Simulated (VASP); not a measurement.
Crystal: MgBe2SeO2.

```
Mg Be Se O
1.0
     2.34007   -6.96155    0.00000
     2.34007    6.96155    0.00000
     0.00000    0.00000    2.59335
Mg Be Se O
1 2 1 2
Direct
  0.50000 0.50000 0.50000
  0.50000 0.00000 0.50000
  0.00000 0.50000 0.50000
  0.00000 0.00000 0.00000
  0.73386 0.26614 0.00000
  0.26614 0.73386 0.00000
```

```yaml
Program: VASP 6.6.1
Task: relaxation of cell and atoms
Functional: PBE
Potentials_or_basis: VASP PAW PBE potentials, release 64 (Mg, Be, Se, O)
Cutoff: 600 eV
k_mesh: 4 × 4 × 6
Occupations: gaussian, width 0.1 eV
Spin: no spin polarisation
```

At the start: pressure 0.2 GPa; volume 14.08 Å³/atom.

Question: Where does the relaxation end?

Answer: Over 28 steps the energy falls by 50.4 meV/atom and the volume is 16.35 Å³/atom (+16.1 %); space group Cmmm (No. 65, to 0.05 Å).

Step by step:
```
step  energy change (eV)  largest force (eV/Å)  pressure (GPa)  volume (Å³)
   1              0.0000                0.0683            0.24        84.49
   2             -0.1928                0.3415            0.22        84.67
   3             -0.1982                0.3729            0.21        84.68
   4             -0.1948                0.4368            0.15        84.70
   5             -0.1992                0.3929            0.19        84.69
   6             -0.2148                0.3366            0.31        84.93
   7             -0.2466                0.1652            0.69        85.63
   8             -0.2206                0.1858            1.71        87.01
   9             -0.2528                0.0573            1.03        86.04
  10             -0.2632                0.0132            0.64        86.65
  11             -0.2676                0.0557            0.11        87.66
  12             -0.2679                0.0429            0.21        87.47
  13             -0.2713                0.0479            0.22        87.84
  14             -0.2796                0.0664            0.43        88.95
  15             -0.2884                0.1079            0.81        91.15
  16             -0.2892                0.1277            0.99        92.15
  17             -0.2934                0.1298            0.28        93.61
  18             -0.2938                0.1328           -0.35        94.95
  19             -0.2940                0.1317           -0.15        94.50
  20             -0.2961                0.1197           -0.11        95.03
  21             -0.2999                0.0855           -0.03        96.62
  22             -0.2974                0.0196            0.14        99.77
  23             -0.3006                0.0644            0.02        97.58
  24             -0.3007                0.0378           -0.07        98.43
  25             -0.3016                0.0504           -0.04        98.02
  26             -0.3016                0.0505           -0.03        98.01
  27             -0.3019                0.0400           -0.02        98.03
  28             -0.3022                0.0224           -0.02        98.07
```

Final structure:
```
CELL_PARAMETERS angstrom
2.43352 -8.09887 0.00000
2.43352 8.09887 0.00000
0.00000 0.00000 2.48803
ATOMIC_POSITIONS crystal
Mg 0.50000 0.50000 0.50000
Be 0.50000 0.00000 0.50000
Be 0.00000 0.50000 0.50000
Se 0.00000 0.00000 0.00000
O 0.74783 0.25217 0.00000
O 0.25217 0.74783 0.00000
```

Caveat: the k points lie up to 0.42 Å⁻¹ apart in the final cell; the volume moved by over 15 % at a fixed basis, so the end points are rough.
